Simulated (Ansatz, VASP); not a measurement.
**Si in VASP and in Ansatz**

```
Si
1.0
    -3.42521    3.42521    1.89355
     3.42521   -3.42521    1.89355
     3.42521    3.42521   -1.89355
Si
4
Cartesian
  1.2249 1.2249 0.0000
  2.2003 2.2003 1.8935
  2.2003 -2.2003 1.8935
  -2.2003 2.2003 1.8935
```

Change from the starting cell: strain +0.030 along x and y, -0.015 along z, atoms carried along.

Alike in both runs: task single point; functional r2SCAN; k mesh 10 × 10 × 10; occupations gaussian, width 0.03 eV; no spin polarisation.

|  | VASP | Ansatz |
| --- | --- | --- |
| version | VASP 6.6.1 | Ansatz 0.2.0 |
| potentials or method | VASP PAW PBE potentials, release 64 (Si), cutoff 520 eV | scalar-relativistic, plane waves, PAW |
| valence electrons in the cell | 16 | 16 |

|  | VASP | Ansatz | Ansatz less VASP |
| --- | --- | --- | --- |
| gap on the k mesh at the Fermi level (eV) | 0.61 | 0.60 | -0.012 |
| least direct gap on the mesh (eV) | 1.20 | 1.18 | -0.014 |
| pressure (GPa) | -3.4 | -3.2 | +0.20 |
| traceless stress, the component that is largest in VASP (GPa) | 4.91 | 4.92 | +0.010 |
| rms of the force components (eV/Å) | 0.257 | 0.259 | +0.0022 |

VASP's potentials were made for PBE, not for r2SCAN. Atom by atom the forces differ by 0.002 eV/Å (rms over components).
